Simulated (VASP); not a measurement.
Ge, 4 atoms in the cell. The structure is orthorhombic, space group Fmmm (No. 69). Conventional cell: a = 5.471 Å, b = 6.002 Å, c = 10.231 Å, α = 90.00°, β = 90.00°, γ = 90.00°. Ge (site symmetry m2m) has 8 Ge at 2.72 to 3.28 Å within 3.6 Å. Ge (site symmetry mm2) has 12 Ge at 2.77 to 3.78 Å within 3.8 Å. 

| Quantity | Value |
| --- | --- |
| Program | VASP 6.6.1 |
| Task | single point |
| Functional | PBEsol |
| Potentials or basis | VASP PAW PBE potentials, release 64 (Ge_d) |
| Cutoff | 520 eV |
| k mesh | 7 × 7 × 7 |
| Occupations | fermi-dirac, width 0.05 eV |
| Spin | no spin polarisation |
| Dipole correction | no |
| Further INCAR settings | ALGO = Normal; EDIFF = 1e-07; NBANDS = 36 |

Potentials or basis: VASP PAW PBE potentials, release 64 (Ge_d).

Run with:

```sh
$ cat potpaw_PBE.64/Ge_d/POTCAR > POTCAR
$ mpirun -np 1 vasp_std > vasp.out
```

Hardware: 1 thread of Intel Xeon 8259CL, with other jobs on the host.

Problem. Estimate the wall time of this run.

Solution. Wall time 5.5 min on 1 thread of Intel Xeon 8259CL, with other jobs on the host, peak memory 0.32 GiB. Counts: scf iterations 15, k points 64.
